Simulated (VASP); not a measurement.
Write the native input for VASP 6.6.1 that does the following.

```yaml
Task: single point
Functional: PBE
Potentials_or_basis: VASP PAW PBE potentials, release 64 (Li_sv)
Cutoff: 520 eV
k_mesh: 6 × 2 × 4
Occupations: gaussian, width 0.1 eV
Spin: no spin polarisation
Dipole_correction: no
Further_INCAR_settings: ALGO = Fast; EDIFF = 1e-06; NBANDS = 30
```

The structure of Li lies in POSCAR:

```
Li
1.0
    3.9058073177      0.0000000000      0.0000000000
    0.0000000000     13.3736043489      0.0000000000
    0.0000000000      0.0000000000      4.6498115289
Li
12
Direct
    0.5004334520      0.6665075412     -0.0007293909
   -0.0004334520      0.8334924588     -0.0007293909
    0.4995665480      0.1665075412      0.5007293909
    1.0004334520      0.3334924588      0.5007293909
    0.4995665480      0.3334924588      1.0007293909
    1.0004334520      0.1665075412      1.0007293909
    0.5004334520      0.8334924588      0.4992706091
   -0.0004334520      0.6665075412      0.4992706091
    0.0000000000      0.0000000000      0.5000000000
    0.5000000000      0.5000000000      0.5000000000
    0.0000000000      0.5000000000      0.0000000000
    0.5000000000      0.0000000000      0.0000000000
```

The cell was built from a structure type or drawn by symmetry, and may not be a known phase.

One way to write it, as run:

INCAR

```
SYSTEM = Li
PREC     = Accurate       ! precision mode
ENCUT    = 520            ! plane-wave cutoff, eV
EDIFF    = 1E-6           ! SCF threshold, eV
ISMEAR   = 0              ! smearing method
SIGMA    = 0.1            ! smearing width, eV
LREAL    = .False.        ! projectors in reciprocal space
LASPH    = .True.         ! aspherical terms in the spheres
NELM     = 80             ! most SCF steps
ALGO     = Fast           ! electronic algorithm
ISIF     = 2              ! what is computed and relaxed
LWAVE    = .False.        ! write WAVECAR
LCHARG   = .False.        ! write CHGCAR
GGA      = PE             ! functional
NBANDS   = 30             ! bands
```

KPOINTS

```
regular mesh
0
Gamma
  6 2 4
  0 0 0
```

Potentials or basis: VASP PAW PBE potentials, release 64 (Li_sv).

Command:

```bash
$ cat potpaw_PBE.64/Li_sv/POTCAR > POTCAR
$ mpirun -np 1 vasp_std > vasp.out
```

Results of the run:

```json
{
 "Largest force": "0.007 eV/Å",
 "Band gap on the k mesh": "zero (bands 18 and 19 overlap by 1.78 eV)"
}
```

It took 4.2 min on 1 thread of Intel(R) Xeon(R) Platinum 8259CL CPU @ 2.50GHz (Skylake/Cascade Lake) (shared host), peak memory 0.36 GiB.
